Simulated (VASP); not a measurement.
Sc3B2Sb:

```
CELL_PARAMETERS angstrom
5.85276 0.00000 0.00000
-2.92638 5.06864 0.00000
0.00000 0.00000 4.08276
ATOMIC_POSITIONS crystal
Sc 0.46718 0.53282 0.00000
Sc 0.46718 0.93436 0.00000
Sc 0.06564 0.53282 0.00000
B 0.66667 0.33333 0.00000
B 0.66667 0.33333 0.50000
Sb 0.00000 0.00000 0.00000
```

The cell was built from a structure type or drawn by symmetry, and may not be a known phase.

```yaml
Program: VASP 6.6.1
Task: relaxation of cell and atoms
Functional: PBE
Potentials_or_basis: VASP PAW PBE potentials, release 64 (Sc_sv, B, Sb)
Cutoff: 600 eV
k_mesh: 3 × 3 × 4
Occupations: gaussian, width 0.1 eV
Spin: no spin polarisation
```

At the start: pressure 7.4 GPa; volume 20.19 Å³/atom.

Problem. How do energy, volume and symmetry change on relaxing?

Solution. Over 8 steps the energy falls by 1090.5 meV/atom and the volume is 21.05 Å³/atom (+4.3 %); space group P-6m2 (No. 187, to 0.1 Å) before and after.

Step by step:
```csv
step,energy change (eV),largest force (eV/Å),pressure (GPa),volume (Å³)
1,0.0000,3.4434,7.43,121.12
2,-5.7763,0.0244,-4.37,134.89
3,-6.2168,0.4689,-4.65,137.44
4,-6.2848,0.6060,-4.41,138.35
5,-6.4038,0.5756,1.92,126.11
6,-6.4735,0.5844,-0.75,130.45
7,-6.5343,0.2346,-0.26,127.74
8,-6.5431,0.0219,0.09,126.27
```

Final structure:
```
Sc B Sb
1.0
     6.76303    0.00000    0.00000
    -3.38151    5.85696    0.00000
     0.00000    0.00000    3.18788
Sc B Sb
3 2 1
Direct
  0.48375 0.51625 0.00000
  0.48375 0.96749 0.00000
  0.03251 0.51625 0.00000
  0.66667 0.33333 0.00000
  0.66667 0.33333 0.50000
  0.00000 0.00000 0.00000
```

Caveat: the k points lie up to 0.49 Å⁻¹ apart in the final cell, too coarse for converged energies and pressures of a metal; a cell axis changed by over 15 % at a fixed basis, so the end point is rough.
